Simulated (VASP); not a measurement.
Wanted: the native input for a VASP 6.6.1 run.

```
Task                               : single point
Functional                         : HSE06
Potentials or basis                : VASP PAW PBE potentials, release 64 (F, Li_sv, Br)
Cutoff                             : 520 eV
k mesh                             : 4 × 4 × 2
Occupations                        : gaussian, width 0.01 eV
Spin                               : no spin polarisation
Dipole correction                  : no
Grid for exact exchange (PRECFOCK) : Normal
Further INCAR settings             : ALGO = Normal; EDIFF = 1e-06; NBANDS = 18
Share of exact exchange            : 0.25
Screening parameter                : 0.2079 1/Å
```

Crystal: Li2BrF.

```
CELL_PARAMETERS angstrom
3.55246 0.00000 0.00000
0.00000 3.55246 0.00000
0.00000 0.00000 4.82329
ATOMIC_POSITIONS crystal
F 0.00000 0.00000 0.00000
Li 0.00000 0.00000 0.50000
Li 0.50000 0.50000 0.00000
Br 0.50000 0.50000 0.50000
```

The input as run:

POSCAR

```
Li2BrF
1.0
    3.5524599019      0.0000000000      0.0000000000
    0.0000000000      3.5524599019      0.0000000000
    0.0000000000      0.0000000000      4.8232899083
F Li Br
1 2 1
Direct
    0.0000000000      0.0000000000      0.0000000000
    0.0000000000      0.0000000000      0.5000000000
    0.5000000000      0.5000000000      0.0000000000
    0.5000000000      0.5000000000      0.5000000000
```

INCAR.step1

```
ALGO     = Normal         # electronic algorithm
EDIFF    = 1E-5           # SCF threshold, eV
ENCUT    = 520            # plane-wave cutoff, eV
GGA      = PE             # functional
ISIF     = 2              # what is computed and relaxed
ISMEAR   = 0              # smearing method
LASPH    = T              # aspherical terms in the spheres
LCHARG   = F              # write CHGCAR
LREAL    = F              # projectors in reciprocal space
LWAVE    = T              # write WAVECAR
NBANDS   = 18             # bands
NELM     = 100            # most SCF steps
PREC     = Accurate       # precision mode
SIGMA    = 0.01           # smearing width, eV
```

INCAR.step2

```
ALGO     = Normal         # electronic algorithm
EDIFF    = 1E-6           # SCF threshold, eV
ENCUT    = 520            # plane-wave cutoff, eV
GGA      = PE             # functional
HFSCREEN = 0.2079         # screening, 1/A
ISIF     = 2              # what is computed and relaxed
ISMEAR   = 0              # smearing method
ISTART   = 1            
LASPH    = T              # aspherical terms in the spheres
LCHARG   = F              # write CHGCAR
LHFCALC  = T              # exact exchange
LREAL    = F              # projectors in reciprocal space
LWAVE    = F              # write WAVECAR
NBANDS   = 18             # bands
NELM     = 100            # most SCF steps
PREC     = Accurate       # precision mode
PRECFOCK = Normal       
SIGMA    = 0.01           # smearing width, eV
```

KPOINTS

```
k-points
0
Gamma
  4 4 2
```

Potentials or basis: VASP PAW PBE potentials, release 64 (F, Li_sv, Br).

The run is started by

```sh
$ cat potpaw_PBE.64/F/POTCAR potpaw_PBE.64/Li_sv/POTCAR potpaw_PBE.64/Br/POTCAR > POTCAR
$ cp INCAR.step1 INCAR
$ mpirun -np 1 vasp_std > vasp.out
$ cp INCAR.step2 INCAR
$ mpirun -np 1 vasp_std > vasp.out
```

Results of the run:

The band gap on the k mesh is 6.80 eV.

Caveat: the k points lie up to 0.65 Å⁻¹ apart.

Run time: 8.5 min on 1 thread of Intel Xeon 8259CL, with other jobs on the host, peak memory 0.29 GiB.
